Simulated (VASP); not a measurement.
Wanted: the native input for a VASP 6.6.1 run.

| Item | Value |
| --- | --- |
| Task | single point |
| Functional | PBE |
| Potentials or basis | VASP PAW PBE potentials, release 64 (Se) |
| Cutoff | 520 eV |
| k mesh | 6 × 6 × 4 |
| Occupations | gaussian, width 0.1 eV |
| Spin | no spin polarisation |
| Dipole correction | no |
| Further INCAR settings | ALGO = Normal; EDIFF = 1e-06; NBANDS = 20 |

The structure of Se lies in POSCAR:

```
Se
1.0
    2.4525502800     -2.4541210000      0.0000000000
    2.4525502800      2.4541210000      0.0000000000
    0.0000000000      0.0000000000      5.4164188000
Se
4
Direct
    0.2500000000      0.7500000000      0.4123970000
    0.7500000000      0.2500000000      0.5876030000
    0.0000000000      0.5000000000      0.0000000000
    0.5000000000      0.0000000000      0.0000000000
```

The cell was generated, and may not be a known phase.

These files were run (other wordings do the same):

INCAR

```
SYSTEM = Se
PREC = Accurate
ENCUT = 520
EDIFF = 1E-6
ISMEAR = 0
SIGMA = 0.1
LREAL = .False.
LASPH = .True.
NELM = 100
ALGO = Normal
ISIF = 2
LWAVE = .False.
LCHARG = .False.
GGA = PE
NBANDS = 20
```

KPOINTS

```
Automatic mesh
0
Gamma
  6 6 4
  0 0 0
```

Potentials or basis: VASP PAW PBE potentials, release 64 (Se).

Command:

```bash
$ cat potpaw_PBE.64/Se/POTCAR > POTCAR
$ mpirun -np 1 vasp_std > vasp.out
```

Results of the run:

```json
{
  "Pressure": "47.4 GPa",
  "Largest force": "1.001 eV/Å",
  "Band gap on the k mesh": "zero (bands 12 and 13 overlap by 2.57 eV)"
}
```

Caveat: the stress differs along the axes, from 40 to 56 GPa; forces of over 1 eV/Å act on the atoms, so gaps and moduli don't describe the material at rest.

Run time: 49 s on 1 thread of Oxide Virtual Turin-like Processor, with other jobs on the host, peak memory 0.16 GiB.
